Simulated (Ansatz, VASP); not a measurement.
# Two plane-wave programs on Al2Cu

The input INCAR:

```
SYSTEM = Al2Cu
ALGO = Fast
EDIFF = 1E-6
ENCUT = 520
GGA = PS
ISIF = 2
ISMEAR = 0
LASPH = .TRUE.
LCHARG = .TRUE.
LELF = .TRUE.
LREAL = .FALSE.
LVHAR = .TRUE.
LWAVE = .FALSE.
NBANDS = 16
NELM = 100
PREC = Accurate
SIGMA = 0.15
```

File KPOINTS:

```
k-points
0
G
  10 10 14
  0 0 0
```

The input POSCAR:

```
Al2Cu
1.0
    4.0842078946      0.0000000000      0.0000000000
    0.0000000000      4.0842078946      0.0000000000
    0.0000000000      0.0000000000      2.8458943809
Al Cu
2 1
Direct
    0.5024873978      0.0025990588      0.5000000000
   -0.0363105904      0.4889084980      0.5000000000
    0.0143612780      0.0036058789      0.0000000000
```

Input for Ansatz:

```yaml
crystal:
  lattice:
    - [4.0842078946, 0.0, 0.0]
    - [0.0, 4.0842078946, 0.0]
    - [0.0, 0.0, 2.8458943809]
  atoms:
    - { symbol: Al, position: [0.5024873978, 0.0025990588, 0.5] }
    - { symbol: Al, position: [-0.0363105904, 0.488908498, 0.5] }
    - { symbol: Cu, position: [0.014361278, 0.0036058789, 0.0] }
basis:
  ecutwfc: 520.0
kpoints:
  mp_grid: { grid: [10, 10, 14] }
hamiltonian:
  xc: pbesol
  pseudopotentials: { kind: paw, azcp: { folder: soft_1 } }
scf:
  occupations: { method: gaussian, width: 0.15 }
output:
  forces: true
  stress: true
  eigenvalues: true
  write_density: true
  write_potential: true
  elf: true
  volumetric_format: npy
```

Change from the starting cell: mode 4 frozen in at -0.148 Å and mode 9 at -0.045 Å (largest displacements).

Alike in both runs: task single point; functional PBEsol; k mesh 10 × 10 × 14; occupations gaussian, width 0.15 eV; no spin polarisation.

```csv
,VASP,Ansatz
version,VASP 6.6.1,Ansatz 0.2.0
potentials or method,"VASP PAW PBE potentials, release 64 (Al, Cu), cutoff 520 eV","scalar-relativistic, plane waves, PAW"
valence electrons in the cell,17,25
```

|  | VASP | Ansatz | Ansatz less VASP |
| --- | --- | --- | --- |
| gap on the k mesh at the Fermi level (eV) | none | none | - |
| pressure (GPa) | 0.5 | 0.5 | +0.07 |
| traceless stress, the component that is largest in VASP (GPa) | 0.36 | 0.36 | +0.005 |
| rms of the force components (eV/Å) | 0.285 | 0.284 | -0.0004 |

VASP's potentials were made for PBE, not for PBEsol, and Ansatz warns of the same on its side. Atom by atom the forces differ by 0.002 eV/Å (rms over components). A gap of «none» marks a metal or a gap that the smearing closes. VASP's potentials hold 17 valence electrons a cell and Ansatz's 25, so a difference there can come from the potentials and not from the codes.
